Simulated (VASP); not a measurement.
Input of a VASP 6.6.1 run:

Contents of INCAR:

```
  PREC = Accurate
  ENCUT = 520
  EDIFF = 1E-6
  ISMEAR = -1
  SIGMA = 0.1
  LREAL = False
  LASPH = True
  NELM = 80
  ALGO = Normal
  ISIF = 2
  LWAVE = False
  LCHARG = True
  GGA = PS
  LELF = True
  LVHAR = True
  NBANDS = 18
```

KPOINTS

```
regular mesh
0
Gamma
  18 18 18
```

File POSCAR:

```
Yb
1.0
   -1.9956843869      1.9956843869      1.9956843869
    1.9956843869     -1.9956843869      1.9956843869
    1.9956843869      1.9956843869     -1.9956843869
Yb
1
Direct
    0.0000000000      0.0000000000      0.0000000000
```

Potentials or basis: VASP PAW PBE potentials, release 64 (Yb).

Run with:

```sh
$ cat potpaw_PBE.64/Yb/POTCAR > POTCAR
$ mpirun -np 1 vasp_std > vasp.out
```

Predict the pressure.

-0.2 GPa.

What does it give for the band gap on the k mesh?

Zero (bands 12 and 13 overlap by 0.75 eV).

Caveat: the PAW data sets were made with another functional, which shifts forces and pressure a little; spin-orbit coupling is left out, which moves the levels of the heavy elements. Spin polarisation is off, so any magnetic state and its effect on volume and gap are missing.
